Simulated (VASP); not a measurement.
O, 3 atoms in the cell. It takes space group Pm-3m (No. 221, cubic). The conventional cell has a = 3.999 Å, b = 3.999 Å, c = 3.999 Å, α = 90.00°, β = 90.00°, γ = 90.00°. Within 3.7 Å of O (site symmetry 4/mmm) lie 8 O at 2.83 Å. 

- Program: VASP 6.6.1
- Task: single point
- Functional: LDA
- Potentials or basis: VASP PAW LDA potentials, release 64 (O)
- Cutoff: 600 eV
- k mesh: 4 × 4 × 4
- Occupations: methfessel-paxton, width 0.02 eV
- Spin: no spin polarisation
- Dipole correction: no
- Further INCAR settings: ALGO = Normal; EDIFF = 1e-06; NBANDS = 16

Potentials or basis: VASP PAW LDA potentials, release 64 (O).

Launch:

```console
$ cat potpaw_LDA.64/O/POTCAR > POTCAR
$ mpirun -np 1 vasp_std > vasp.out
```

Hardware: 1 thread of Intel Xeon 8259CL, on a shared host.

**Question.** Estimate the wall time of this run.

**Answer.** It took 6.5 s on 1 thread of Intel Xeon 8259CL (shared host), peak memory 0.14 GiB. Counts: scf iterations 12, k points 10.
